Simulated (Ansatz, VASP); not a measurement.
Given: the input of a run of VASP 6.6.1 on W.

The input POSCAR:

```
W
1.0
   -1.6031677168      1.6031677168      1.6031677168
    1.6031677168     -1.6031677168      1.6031677168
    1.6031677168      1.6031677168     -1.6031677168
W
1
Direct
    0.0000000000      0.0000000000      0.0000000000
```

The input INCAR.step1:

```
SYSTEM = W
PREC     = Accurate       ! precision mode
ENCUT    = 520            ! plane-wave cutoff, eV
EDIFF    = 1E-5           ! SCF threshold, eV
ISMEAR   = -1             ! smearing method
SIGMA    = 0.05           ! smearing width, eV
LREAL    = .FALSE.        ! projectors in reciprocal space
LASPH    = .TRUE.         ! aspherical terms in the spheres
NELM     = 60             ! most SCF steps
ALGO     = Normal         ! electronic algorithm
ISIF     = 2              ! what is computed and relaxed
LWAVE    = .TRUE.         ! write WAVECAR
LCHARG   = .FALSE.        ! write CHGCAR
NBANDS   = 13             ! bands
GGA      = PE             ! functional
```

The input INCAR.step2:

```
SYSTEM = W
PREC     = Accurate       ! precision mode
ENCUT    = 520            ! plane-wave cutoff, eV
EDIFF    = 1E-6           ! SCF threshold, eV
ISMEAR   = -1             ! smearing method
SIGMA    = 0.05           ! smearing width, eV
LREAL    = .FALSE.        ! projectors in reciprocal space
LASPH    = .TRUE.         ! aspherical terms in the spheres
NELM     = 60             ! most SCF steps
ALGO     = Normal         ! electronic algorithm
ISIF     = 2              ! what is computed and relaxed
LWAVE    = .FALSE.        ! write WAVECAR
LCHARG   = .FALSE.        ! write CHGCAR
GGA      = B5             ! functional
LHFCALC  = .TRUE.         ! exact exchange
AEXX     = 0.5            ! exact-exchange fraction
ALDAX    = 0.5          
AGGAX    = 0.5          
AGGAC    = 1.0          
ALDAC    = 0.0          
PRECFOCK = Normal       
NBANDS   = 13             ! bands
ISTART   = 1
```

KPOINTS

```
Automatic mesh
0
G
  6 6 6
  0 0 0
```

Potentials or basis: VASP PAW PBE potentials, release 64 (W_sv).

Command:

```console
$ cat potpaw_PBE.64/W_sv/POTCAR > POTCAR
$ cp INCAR.step1 INCAR
$ mpirun -np 1 vasp_std > vasp.out
$ cp INCAR.step2 INCAR
$ mpirun -np 1 vasp_std > vasp.out
```

Problem. Translate it to Ansatz 0.2.0. Potentials there: Ansatz PAW.

Solution. As run (the cutoff follows the program's own potentials):

input.yaml

```yaml
crystal:
  lattice:
    - [-1.6031677168, 1.6031677168, 1.6031677168]
    - [1.6031677168, -1.6031677168, 1.6031677168]
    - [1.6031677168, 1.6031677168, -1.6031677168]
  atoms:
    - { symbol: W, position: [0.0, 0.0, 0.0] }
hamiltonian:
  xc: { name: BHLYP }
  pseudopotentials: { kind: paw }
kpoints:
  mp_grid: { grid: [6, 6, 6] }
scf:
  occupations: { method: fermi_dirac, width: 0.05 }
output:
  forces: true
  stress: true
  eigenvalues: true
```

Potentials or basis: Ansatz PAW.

Run with:

```bash
$ ansatz run input.yaml --threads 2 --pin off --max-ram 5632MiB --backend cpu --events-out ev --progress --plain --runs-dir out
```

Both were run:

|  | VASP | Ansatz | Ansatz less VASP |
| --- | --- | --- | --- |
| gap on the k mesh at the Fermi level (eV) | none | none | - |
| pressure (GPa) | -12.1 | -7.7 | +4.49 |

VASP's potentials were made for PBE, not for BHLYP. A gap of «none» marks a metal or a gap that the smearing closes.

The k mesh is coarse, so the values compare programs but aren't converged. Neither program's run includes spin-orbit coupling.
